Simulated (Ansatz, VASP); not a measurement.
## ZnSe in VASP and in Ansatz

Contents of INCAR:

```
SYSTEM = ZnSe
PREC = Accurate
ENCUT = 500
EDIFF = 1E-6
ISMEAR = 0
SIGMA = 0.1
LREAL = .False.
LASPH = .True.
NELM = 120
ALGO = Normal
ISIF = 2
LWAVE = .False.
LCHARG = .True.
GGA = PE
IVDW = 12
LELF = .True.
LVHAR = .True.
NBANDS = 16
GGA_COMPAT = .False.
```

File KPOINTS:

```
regular mesh
0
Gamma
  4 4 4
  0 0 0
```

File POSCAR:

```
ZnSe
1.0
    0.0000000000      2.8324425407      2.8324425407
    2.8324425407      0.0000000000      2.8324425407
    2.8324425407      2.8324425407      0.0000000000
Zn Se
1 1
Direct
    0.0570000000      0.2300000000      0.1440000000
    0.8070000000      0.9800000000      0.8940000000
```

Input for Ansatz:

```yaml
crystal:
  lattice:
    - [0.0, 2.8324425407, 2.8324425407]
    - [2.8324425407, 0.0, 2.8324425407]
    - [2.8324425407, 2.8324425407, 0.0]
  atoms:
    - { symbol: Zn, position: [0.057, 0.23, 0.144] }
    - { symbol: Se, position: [0.807, 0.98, 0.894] }
basis:
  ecutwfc: 420
kpoints:
  mp_grid: { grid: [4, 4, 4] }
hamiltonian:
  xc: pbe
  dispersion: d3bj
scf:
  occupations: { method: gaussian, width: 0.1 }
output:
  forces: true
  stress: true
  eigenvalues: true
```

Alike in both runs: task single point; functional PBE; dispersion D3(BJ); k mesh 4 × 4 × 4; occupations gaussian, width 0.1 eV; no spin polarisation.

```csv
,VASP,Ansatz
version,VASP 6.6.1,Ansatz 0.2.0
potentials or method,"VASP PAW PBE potentials, release 64 (Zn, Se), cutoff 500 eV","scalar-relativistic, plane waves, PAW"
valence electrons in the cell,18,28
```

VASP gave:

| Property | Result |
| --- | --- |
| gap on the k mesh at the Fermi level (eV) | 1.28 |
| least direct gap on the mesh (eV) | 1.28 |
| pressure (GPa) | 0.2 |

Task: What did Ansatz give for the same quantities?

Result: gap on the k mesh at the Fermi level (eV): 1.28; least direct gap on the mesh (eV): 1.28; pressure (GPa): 0.0.

VASP's potentials hold 18 valence electrons a cell and Ansatz's 28, so a difference there can come from the potentials and not from the codes.

The k mesh is coarse, so the values compare programs but aren't converged.
